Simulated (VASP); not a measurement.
Set up this calculation in VASP 6.6.1, as the native input.

```
Task                   : single point
Functional             : PBE
Potentials or basis    : VASP PAW PBE potentials, release 64 (Co)
Cutoff                 : 600 eV
k mesh                 : 12 × 12 × 12
Occupations            : fermi-dirac, width 0.1 eV
Spin                   : no spin polarisation
Dipole correction      : no
Further INCAR settings : ALGO = Normal; EDIFF = 1e-06; NBANDS = 10
```

The structure of Co lies in POSCAR:

```
Co
1.0
    0.0000000000      1.7250000000      1.7250000000
    1.7250000000      0.0000000000      1.7250000000
    1.7250000000      1.7250000000      0.0000000000
Co
1
Direct
    0.0000000000      0.0000000000      0.0000000000
```

The input as run:

INCAR

```
PREC     = Accurate       # precision mode
ENCUT    = 600            # plane-wave cutoff, eV
EDIFF    = 1E-6           # SCF threshold, eV
ISMEAR   = -1             # smearing method
SIGMA    = 0.1            # smearing width, eV
LREAL    = F              # projectors in reciprocal space
LASPH    = T              # aspherical terms in the spheres
NELM     = 120            # most SCF steps
ALGO     = Normal         # electronic algorithm
ISIF     = 2              # what is computed and relaxed
LWAVE    = F              # write WAVECAR
LCHARG   = F              # write CHGCAR
GGA      = PE             # functional
NBANDS   = 10             # bands
GGA_COMPAT= F
```

KPOINTS

```
Automatic mesh
0
Gamma
  12 12 12
```

Potentials or basis: VASP PAW PBE potentials, release 64 (Co).

Launch:

```console
$ cat potpaw_PBE.64/Co/POTCAR > POTCAR
$ mpirun -np 1 vasp_std > vasp.out
```

It gave:

```
Pressure : 0.8 GPa
```

Caveat: the run has no spin polarisation, though such a crystal can be magnetic.

It took 6.6 s on 1 thread of Intel Xeon 6975P-C, with other jobs on the host, peak memory 0.13 GiB.
